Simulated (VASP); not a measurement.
Input of a VASP 6.6.1 run:

Contents of INCAR:

```
ALGO = Normal ; EDIFF = 1E-6
ENCUT = 520 ; GGA = CA
ISIF = 2 ; ISMEAR = -1
ISPIN = 2 ; LASPH = True
LCHARG = False ; LMAXMIX = 6
LORBIT = 11 ; LREAL = False
LWAVE = False ; MAGMOM = 7 0
NBANDS = 26 ; NELM = 150
PREC = Accurate ; SIGMA = 0.08
```

Contents of KPOINTS:

```
k-points
0
Gamma
  9 9 9
```

File POSCAR:

```
EuZn
1.0
    3.9546035080      0.0000000000      0.0000000000
    0.0000000000      3.9546035080      0.0000000000
    0.0000000000      0.0000000000      3.9546035080
Eu Zn
1 1
Direct
    0.0000000000      0.0000000000      0.0000000000
    0.5000000000      0.5000000000      0.5000000000
```

Potentials or basis: VASP PAW PBE potentials, release 64 (Eu, Zn).

Run with:

```sh
$ cat potpaw_PBE.64/Eu/POTCAR potpaw_PBE.64/Zn/POTCAR > POTCAR
$ mpirun -np 1 vasp_std > vasp.out
```

Predict the site moments.

Eu +6.61; Zn +0.01 μB.

What does it give for the net moment?

7.07 μB per cell.

Estimate the pressure.

-7.3 GPa.

Caveat: the PAW data sets were made with another functional, which shifts forces and pressure a little. The state reached can hang on the start; a lower one may exist.
